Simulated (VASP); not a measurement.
# CdTe (r.b): single point with r2SCAN+rVV10

Crystal: CdTe (r.b).

```xyz
2
Lattice="0.0000 3.2592 3.2592 3.2592 0.0000 3.2592 3.2592 3.2592 0.0000" Properties=species:S:1:pos:R:3 pbc="T T T"
Cd    0.0000    0.0000    0.0000
Te    1.6296    1.6296    1.6296
```

* Program: VASP 6.6.1
* Task: single point
* Functional: r2SCAN
* Dispersion: rVV10
* Potentials or basis: VASP PAW PBE potentials, release 64 (Cd, Te)
* Cutoff: 550 eV
* k mesh: 8 × 8 × 8
* Occupations: gaussian, width 0.02 eV
* Spin: no spin polarisation

```json
{
 "Pressure": "0.2 GPa",
 "Band gap on the k mesh": "1.17 eV, direct"
}
```

Levels at points of the mesh, in eV from the valence-band top:
```tsv
k point	band 6	band 7	band 8	band 9	band 10	band 11	band 12	band 13
(0.00, 0.00, 0.00)	-8.22	0.00	0.00	0.00	1.17	5.02	5.02	5.02
(0.50, 0.00, 0.00)	-7.86	-4.42	-0.77	-0.77	2.18	5.56	5.56	7.28
(0.50, 0.50, 0.00)	-7.72	-4.28	-1.86	-1.86	2.83	2.95	9.29	9.70
```

Wall time 110 s on 1 thread of AMD EPYC 9R45 96-Core Processor (Zen 5) (shared host), peak memory 0.38 GiB.

Caveat: the PAW data sets were made with another functional, which shifts forces and pressure a little; spin-orbit coupling is left out, which moves the levels of the heavy elements. r2SCAN opens gaps a little over a GGA but as a rule still falls short of measured ones.
